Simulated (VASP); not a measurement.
Wanted: the native input for a VASP 6.6.1 run.

| Quantity | Value |
| --- | --- |
| Task | single point |
| Functional | PBE |
| Potentials or basis | VASP PAW PBE potentials, release 64 (Mg, O) |
| Cutoff | 520 eV |
| k mesh | 9 × 9 × 2 |
| Occupations | gaussian, width 0.05 eV |
| Spin | no spin polarisation |
| Dipole correction | no |
| Further INCAR settings | ALGO = Normal; EDIFF = 1e-07; NBANDS = 26 |

The structure of MgO lies in POSCAR:

```
MgO
1.0
    3.2259000000      0.0000000000      0.0000000000
   -1.6129500000      2.7937113501      0.0000000000
    0.0000000000      0.0000000000     10.2335000000
Mg O
4 4
Direct
    0.3333333333      0.6666666667      0.9694906392
    0.0000000000      0.0000000000      0.2208211786
    0.0000000000      0.0000000000      0.7208211786
    0.6666666667      0.3333333333      0.4694906392
    0.3333333333      0.6666666667      0.7800420079
    0.0000000000      0.0000000000      0.5296443544
    0.0000000000      0.0000000000      0.0296443544
    0.6666666667      0.3333333333      0.2800420079
```

These files were run (other wordings do the same):

INCAR

```
PREC = Accurate ; ENCUT = 520
EDIFF = 1E-7 ; ISMEAR = 0
SIGMA = 0.05 ; LREAL = False
LASPH = True ; NELM = 100
ALGO = Normal ; ISIF = 2
LWAVE = False ; LCHARG = False
GGA = PE ; NBANDS = 26
```

KPOINTS

```
regular mesh
0
Gamma
  9 9 2
```

Potentials or basis: VASP PAW PBE potentials, release 64 (Mg, O).

The run is started by

```bash
$ cat potpaw_PBE.64/Mg/POTCAR potpaw_PBE.64/O/POTCAR > POTCAR
$ mpirun -np 1 vasp_std > vasp.out
```

Results of the run:

| Quantity | Value |
| --- | --- |
| Pressure | 7.4 GPa |
| Largest force | 0.148 eV/Å |
| Band gap on the k mesh | 3.76 eV, direct |

Wall time 31 s on 1 thread of Intel(R) Xeon(R) 6975P-C (Granite Rapids) (shared host), peak memory 0.2 GiB.
